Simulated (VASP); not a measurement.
# Li (I4/mmm) in VASP: single point with PBEsol

Aim: the single point of Li with PBEsol.

Everything below comes from runs of VASP 6.6.1. Logs are shortened: lines on timing, memory, paths and dates and some standing lists are left out, and cuts for length are marked.

### Step 1. The cell of the first run

The structure is tetragonal, space group I4/mmm (No. 139). The conventional cell has a = 3.161 Å, b = 3.161 Å, c = 4.272 Å, α = 90.00°, β = 90.00°, γ = 90.00°. Within 4.1 Å of Li (site symmetry 4/mmm) lie 12 Li at 3.09 to 3.16 Å.

### Step 2. Single point, PBEsol (strain +0.015 along x and y, -0.030 along z)

INCAR

```
ALGO = Normal
EDIFF = 1E-7
ENCUT = 520
GGA = PS
ISIF = 2
ISMEAR = 0
LASPH = True
LCHARG = False
LREAL = False
LWAVE = False
NBANDS = 8
NELM = 80
PREC = Accurate
SIGMA = 0.15
```

KPOINTS

```
k-points
0
Gamma
  18 18 18
```

POSCAR

```
Li
1.0
    0.0000000000      2.2350300000      2.1359400000
    2.2350300000      0.0000000000      2.1359400000
    2.2350300000      2.2350300000      0.0000000000
Li
1
Direct
    0.0000000000      0.0000000000      0.0000000000
```

Potentials or basis: VASP PAW PBE potentials, release 64 (Li_sv).

Run with:

```console
$ cat potpaw_PBE.64/Li_sv/POTCAR > POTCAR
$ mpirun -np 1 vasp_std > vasp.out
```

OUTCAR:

```text
EDIFF = 1E-7
   ENCUT = 520
   GGA = PS
   ISIF = 2
   ISMEAR = 0
   LASPH = True
   LREAL = False
   NELM = 80
   PREC = Accurate

 ion  position               nearest neighbor table
   1  0.000  0.000  0.000-

  LATTYP: Found a body centered tetragonal cell.
 ALAT       =     3.1608097383
 C/A-ratio  =     1.3515144389

  Lattice vectors:

 A1 = (   0.0000000000,  -2.2350300000,  -2.1359400000)
 A2 = (   0.0000000000,   2.2350300000,  -2.1359400000)
 A3 = (   2.2350300000,   0.0000000000,   2.1359400000)

Analysis of symmetry for initial positions (statically):
=====================================================================
 Subroutine PRICEL returns:
 Original cell was already a primitive cell.

 Routine SETGRP: Setting up the symmetry group for a
 body centered tetragonal supercell.

 Subroutine GETGRP returns: Found 16 space group operations
 (whereof 16 operations were pure point group operations)
 out of a pool of 16 trial point group operations.

The static configuration has the point symmetry D_4h.

Analysis of symmetry for dynamics (positions and initial velocities):
=====================================================================
 Subroutine PRICEL returns:
 Original cell was already a primitive cell.

 Routine SETGRP: Setting up the symmetry group for a
 body centered tetragonal supercell.

 Subroutine GETGRP returns: Found 16 space group operations
 (whereof 16 operations were pure point group operations)
 out of a pool of 16 trial point group operations.

The dynamic configuration has the point symmetry D_4h.

 Subroutine INISYM returns: Found 16 space group operations
 (whereof 16 operations are pure point group operations),
 and found     1 'primitive' translations

----------------------------------------------------------------------------------------

                                     Primitive cell

  volume of cell :      21.3396

  direct lattice vectors                    reciprocal lattice vectors
     0.000000000  2.235030000  2.135940000    -0.223710644  0.223710644  0.234088973
     2.235030000  0.000000000  2.135940000     0.223710644 -0.223710644  0.234088973
     2.235030000  2.235030000  0.000000000     0.223710644  0.223710644 -0.234088973

  length of vectors
     3.091536638  3.091536638  3.160809738     0.393561369  0.393561369  0.393561369

  position of ions in fractional coordinates (direct lattice)
     0.000000000  0.000000000  0.000000000

  ion indices of the primitive-cell ions
   primitive index   ion index
                 1           1

----------------------------------------------------------------------------------------

 KPOINTS: k-points

Automatic generation of k-mesh.
 Grid dimensions read from file:
 generate k-points for:   18   18   18

 Generating k-lattice:

  Cartesian coordinates                     Fractional coordinates (reciprocal lattice)
    -0.012428369  0.012428369  0.013004943     0.055555556 -0.000000000  0.000000000
     0.012428369 -0.012428369  0.013004943    -0.000000000  0.055555556  0.000000000
     0.012428369  0.012428369 -0.013004943     0.000000000  0.000000000  0.055555556

  Length of vectors
     0.021864521  0.021864521  0.021864521

  Shift w.r.t. Gamma in fractional coordinates (k-lattice)
     0.000000000  0.000000000  0.000000000

 Subroutine IBZKPT returns following result:
 ===========================================

 Found    480 irreducible k-points:

 Following reciprocal coordinates:
            Coordinates               Weight
  0.000000  0.000000  0.000000      1.000000
  0.055556 -0.000000  0.000000      8.000000
  0.111111 -0.000000  0.000000      8.000000
  0.166667 -0.000000  0.000000      8.000000
  0.222222 -0.000000  0.000000      8.000000
  0.277778  0.000000  0.000000      8.000000
[... 16 lines left out ...]
 -0.277778  0.055556  0.000000      8.000000
 -0.222222  0.055556  0.000000      8.000000
 [... further k-points ...]
   k-points           NKPTS =    480   k-points in BZ     NKDIM =    480   number of bands    NBANDS=      8
   number of dos      NEDOS =    301   number of ions     NIONS =      1
   total plane-waves  NPLWV =  13824
   dimension x,y,z NGX =    24 NGY =   24 NGZ =   24
   dimension x,y,z NGXF=    48 NGYF=   48 NGZF=   48
   ions per type =               1
   NGX,Y,Z   is equivalent  to a cutoff of  12.91, 12.91, 12.62 a.u.
   NGXF,Y,Z  is equivalent  to a cutoff of  25.81, 25.81, 25.25 a.u.
 SYSTEM =  unknown system
   PREC   = accura    normal or accurate (medium, high low for compatibility)
   ISTART =      0    job   : 0-new  1-cont  2-samecut
   ICHARG =      2    charge: 1-file 2-atom 10-const
   ISPIN  =      1    spin polarized calculation?
   LNONCOLLINEAR =      F non collinear calculations
   LSORBIT =      F    spin-orbit coupling
   LASPH  =      T    aspherical Exc in radial PAW
   ENCUT  =  520.0 eV  38.22 Ry    6.18 a.u.   5.75  5.75  5.88*2*pi/ulx,y,z
   NELM   =     80;   NELMIN=  2; NELMDL= -5     # of ELM steps
   EDIFF  = 0.1E-06   stopping-criterion for ELM
   LREAL  =      F    real-space projection
   EDIFFG = 0.1E-05   stopping-criterion for IOM
   NSW    =      0    number of steps for IOM
   IBRION =     -1    ionic relax: 0-MD 1-quasi-New 2-CG
   NFREE  =      0    steps in history (QN), initial steepest desc. (CG)
   ISIF   =      2    stress and relaxation
   ISYM   =      2    0-nonsym 1-usesym 2-fastsym
   POTIM  = 0.5000    time-step for ionic-motion
   TEBEG  =    0.0;   TEEND  =   0.0 temperature during run
   PSTRESS=    0.0 pullay stress
   NELECT =       3.0000    total number of electrons
   NUPDOWN=      -1.0000    fix difference up-down
   EMIN   =  10.00;   EMAX   =-10.00  energy-range for DOS
   EFERMI =   0.00;   METHOD = LEGACY
   ISMEAR =     0;   SIGMA  =   0.15  broadening in eV -4-tet -1-fermi 0-gaus
   EFERMI_NEDOS =   21; number of points for ismear=-14 and -15
   IALGO  =     38    algorithm
   IMIX   =      4    mixing-type and parameters
     AMIX     =   0.40;   BMIX     =  1.00
     AMIX_MAG =   1.60;   BMIX_MAG =  1.00
  volume/ion in A,a.u.               =      21.34       144.01
  Fermi-wavevector in a.u.,A,eV,Ry     =   0.851243  1.608615  9.858971  0.724614
  Thomas-Fermi vector in A             =   1.967345
   LORBIT       =      0    0 simple, 1 ext, 2 COOP (PROOUT), +10 PAW based schemes
   GGA     = PS    functional components
   LHFCALC =     F    Hartree Fock is set to
   AEXX    =    0.0000 exact exchange contribution
   IVDW    =     0    specifies the selected vdW correction
   LEPSILON=     F    determine dielectric tensor
   LRPA    =     F    only Hartree local field effects (RPA)
 non-spin polarized calculation
 Gauss-broadening in eV      SIGMA  =   0.15
  energy-cutoff  :      520.00
  volume of cell :       21.34
 maximum number of plane-waves:       588
   NGX = 11   NGY = 11   NGZ = 11

 number of electron       3.0000007 magnetization

 Free energy of the ion-electron system (eV)
  ---------------------------------------------------
  ext. energy  EPLUGINS =         0.00000000
  ---------------------------------------------------
  free energy    TOTEN  =        -1.96848616 eV

  energy without entropy =       -1.96335284  energy(sigma->0) =       -1.96591950

 E-fermi :   0.4924     XC(G=0):  -6.8934

 val. band max:        0.4694433434   @ k =   0.5000   0.1111   0.3333
 cond. band min:       0.4950479106   @ k =  -0.0556   0.3889   0.3333
 fundamental gap:      0.0256045672
 Fermi energy:         0.4924370225

 k-point     1 :       0.0000    0.0000    0.0000
  band No.  band energies     occupation
      1     -45.5140      2.00000
      2      -3.0002      2.00000
      3      14.3167      0.00000
      4      14.3816      0.00000
      5      14.3816      0.00000
      6      18.0876      0.00000
      7      18.0876      0.00000
      8      18.2372      0.00000

 k-point     2 :       0.0556   -0.0000    0.0000
  band No.  band energies     occupation
      1     -45.5135      2.00000
      2      -2.9460      2.00000
      3      13.7563      0.00000
      4      14.2318      0.00000
      5      14.2376      0.00000
      6      17.5354      0.00000
      7      18.3185      0.00000
      8      18.3905      0.00000

 k-point     3 :       0.1111   -0.0000    0.0000
  band No.  band energies     occupation
      1     -45.5121      2.00000
      2      -2.7836      2.00000
      3      12.3367      0.00000
      4      13.8817      0.00000
      5      13.9869      0.00000
      6      17.3520      0.00000
      7      18.8226      0.00000
      8      18.9098      0.00000

 k-point     4 :       0.1667   -0.0000    0.0000
  band No.  band energies     occupation
      1     -45.5101      2.00000
      2      -2.5130      2.00000
      3      10.6678      0.00000
      4      13.4809      0.00000
      5      13.6980      0.00000
      6      17.5071      0.00000
      7      18.9781      0.00000
      8      19.3070      0.00000

 k-point     5 :       0.2222   -0.0000    0.0000
  band No.  band energies     occupation
      1     -45.5076      2.00000
      2      -2.1353      2.00000
      3       9.0006      0.00000
      4      13.1132      0.00000
      5      13.4382      0.00000
      6      17.7664      0.00000
      7      18.4021      0.00000
      8      18.9053      0.00000
[... 177 lines left out ...]
 k-point    22 :      -0.3333    0.0556    0.0000
  band No.  band energies     occupation
      1     -45.5014      2.00000
      2      -0.8398      2.00000
      3       5.6095      0.00000
      4      12.4012      0.00000
      5      12.8162      0.00000
      6      16.2106      0.00000
      7      16.6707      0.00000
      8      19.1600      0.00000

 k-point    23 :      -0.2778    0.0556    0.0000
  band No.  band energies     occupation
      1     -45.5038      2.00000
      2      -1.4420      2.00000
      3       7.0091      0.00000
      4      12.4167      0.00000
      5      13.1783      0.00000
      6      16.7569      0.00000
      7      17.1243      0.00000
      8      18.8289      0.00000

 k-point    24 :      -0.2222    0.0556    0.0000
  band No.  band energies     occupation
      1     -45.5065      2.00000
      2      -1.9541      2.00000
      3       8.5460      0.00000
      4      12.5325      0.00000
      5      13.5631      0.00000
      6      17.3426      0.00000
      7      17.7568      0.00000
      8      18.4639      0.00000

 [... further k-points ...]

------------------------ aborting loop because EDIFF is reached ----------------------------------------

  FORCE on cell =-STRESS in cart. coord.  units (eV):
  Direction    XX          YY          ZZ          XY          YZ          ZX
  --------------------------------------------------------------------------------------
  -------------------------------------------------------------------------------------
  Total       -0.1112341     -0.1112341     -0.0866246      0.0000000     -0.0000000      0.0000000
  in kB       -8.3514665     -8.3514665     -6.5037809      0.0000000     -0.0000000      0.0000000
  external PRESSURE =      -7.7355713 kB  Pullay stress =       0.0000000 kB

 VOLUME and BASIS-vectors are now :
 -----------------------------------------------------------------------------
  energy-cutoff  :      520.00
  volume of cell :       21.34
      direct lattice vectors                 reciprocal lattice vectors
     0.000000000  2.235030000  2.135940000    -0.223710644  0.223710644  0.234088973
     2.235030000  0.000000000  2.135940000     0.223710644 -0.223710644  0.234088973
     2.235030000  2.235030000  0.000000000     0.223710644  0.223710644 -0.234088973

 POSITION                                       TOTAL-FORCE (eV/Angst)
 -----------------------------------------------------------------------------------
      0.00000      0.00000      0.00000         0.000000     -0.000000     -0.000000
 -----------------------------------------------------------------------------------
    total drift:                               -0.000000      0.000000     -0.000000

  FREE ENERGIE OF THE ION-ELECTRON SYSTEM (eV)
  ---------------------------------------------------
  free  energy   TOTEN  =        -1.9684861563 eV

  energy  without entropy=       -1.9633528404  energy(sigma->0) =       -1.96591950
```

Wall time 18 s (1 thread of Intel Xeon 6975P-C (Granite Rapids), shared host); peak memory 0.17 GiB.

What came out:

- Free energy: -1.9685 eV
- Band gap on the k mesh: zero (an odd number of electrons rules out a gap without spin polarisation)

Caveat: the cell differs from its parent crystal (strain +0.015 along x and y, -0.030 along z); the cutoff is under 1.25 times the usual one of these potentials, so pressure, stress and relaxed cells hold a basis-set (Pulay) error; the PAW data sets were made with another functional, which shifts forces and pressure a little.
